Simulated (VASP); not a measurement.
Here is a VASP 6.6.1 calculation.

Contents of POSCAR:

```
BN
1.0
    2.5039917043      0.0000000000      0.0000000000
   -1.2519958522      2.1685204268      0.0000000000
    0.0000000000      0.0000000000      6.3281400000
B N
2 2
Direct
    0.3333333333      0.6666666667      0.2500000000
    0.6666666667      0.3333333333      0.7500000000
    0.3333333333      0.6666666667      0.7500000000
    0.6666666667      0.3333333333      0.2500000000
```

Contents of INCAR.step1:

```
SYSTEM = BN
PREC     = Accurate       ! precision mode
ENCUT    = 520            ! plane-wave cutoff, eV
ISMEAR   = 0              ! smearing method
SIGMA    = 0.05           ! smearing width, eV
LREAL    = .False.        ! projectors in reciprocal space
LASPH    = .True.         ! aspherical terms in the spheres
NELM     = 100            ! most SCF steps
NBANDS   = 16             ! bands
GGA      = PE             ! functional
ALGO     = Normal         ! electronic algorithm
EDIFF    = 1E-4           ! SCF threshold, eV
LWAVE    = .True.         ! write WAVECAR
LCHARG   = .False.        ! write CHGCAR
```

The input INCAR.step2:

```
SYSTEM = BN
PREC     = Accurate       ! precision mode
ENCUT    = 520            ! plane-wave cutoff, eV
EDIFF    = 1E-7           ! SCF threshold, eV
ISMEAR   = 0              ! smearing method
SIGMA    = 0.05           ! smearing width, eV
LREAL    = .False.        ! projectors in reciprocal space
LASPH    = .True.         ! aspherical terms in the spheres
NELM     = 100            ! most SCF steps
ALGO     = Normal         ! electronic algorithm
ISIF     = 2              ! what is computed and relaxed
LWAVE    = .False.        ! write WAVECAR
LCHARG   = .False.        ! write CHGCAR
METAGGA  = R2SCAN         ! meta-GGA
LMIXTAU  = .True.       
NBANDS   = 16             ! bands
ISTART   = 1
```

Contents of KPOINTS:

```
regular mesh
0
Gamma
  12 12 4
  0 0 0
```

Potentials or basis: VASP PAW PBE potentials, release 64 (B, N).

Run with:

```bash
$ cat potpaw_PBE.64/B/POTCAR potpaw_PBE.64/N/POTCAR > POTCAR
$ cp INCAR.step1 INCAR
$ mpirun -np 1 vasp_std > vasp.out
$ cp INCAR.step2 INCAR
$ mpirun -np 1 vasp_std > vasp.out
```

Predict the band gap on the k mesh.

4.77 eV, indirect (least direct gap 5.14 eV).

Predict the pressure.

0.5 GPa.

Stress tensor (GPa, compression positive):
```
-0.59  0.00  0.00
 0.00 -0.59  0.00
 0.00  0.00  2.67
```

Caveat: the cell differs from its parent crystal (strain +0.000 along x and y, -0.050 along z); the PAW data sets were made with another functional, which shifts forces and pressure a little. A k mesh can miss the band edges.
